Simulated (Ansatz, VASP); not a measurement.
BP in VASP and in Ansatz

```
CELL_PARAMETERS angstrom
0.00000 2.26900 2.26900
2.26900 0.00000 2.26900
2.26900 2.26900 0.00000
ATOMIC_POSITIONS crystal
B 0.00000 0.00000 0.00000
P 0.25000 0.25000 0.25000
```

Alike in both runs: task single point; functional r2SCAN; k mesh 10 × 10 × 10; occupations gaussian, width 0.02 eV; no spin polarisation.

|  | VASP | Ansatz |
| --- | --- | --- |
| version | VASP 6.6.1 | Ansatz 0.2.0 |
| potentials or method | VASP PAW PBE potentials, release 64 (B, P), cutoff 520 eV | scalar-relativistic, plane waves, PAW |
| valence electrons in the cell | 8 | 8 |

```csv
,VASP,Ansatz,Ansatz less VASP
gap on the k mesh at the Fermi level (eV),1.45,1.42,-0.030
least direct gap on the mesh (eV),3.64,3.60,-0.040
pressure (GPa),-0.7,-0.2,+0.50
```

VASP's potentials were made for PBE, not for r2SCAN. With one functional, cell and mesh, what is left measures potentials, basis and numerics.
